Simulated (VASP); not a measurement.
PbO, 16 atoms in the cell. The typed cell holds 16 atoms: a = 8.006 Å, b = 8.006 Å, c = 8.127 Å, α = 117.57°, β = 117.57°, γ = 93.46°.  This cell differs from its parent crystal: dynamics (nvt langevin) at 800 K, volume x 1.02, from the last frame before.

* Program: VASP 6.6.1
* Task: single point
* Functional: PBE
* Dispersion: D3(BJ)
* Potentials or basis: VASP PAW PBE potentials, release 64 (Pb_d, O)
* Cutoff: 520 eV
* k mesh: 2 × 2 × 2, shifted
* Occupations: fermi-dirac, width 0.0689 eV
* Spin: no spin polarisation
* Dipole correction: no
* Further INCAR settings: LREAL = Auto; ALGO = Normal; EDIFF = 1e-06; NBANDS = 94

Potentials or basis: VASP PAW PBE potentials, release 64 (Pb_d, O).

The run is started by

```bash
$ cat potpaw_PBE.64/Pb_d/POTCAR potpaw_PBE.64/O/POTCAR > POTCAR
$ mpirun -np 1 vasp_std > vasp.out
```

Hardware: 1 thread of Intel Xeon 8259CL (shared host).

Task: How long does it take, and how much memory?

Result: Run time: 9.2 min on 1 thread of Intel Xeon 8259CL, with other jobs on the host, peak memory 0.51 GiB. Counts: scf iterations 18, k points 4.
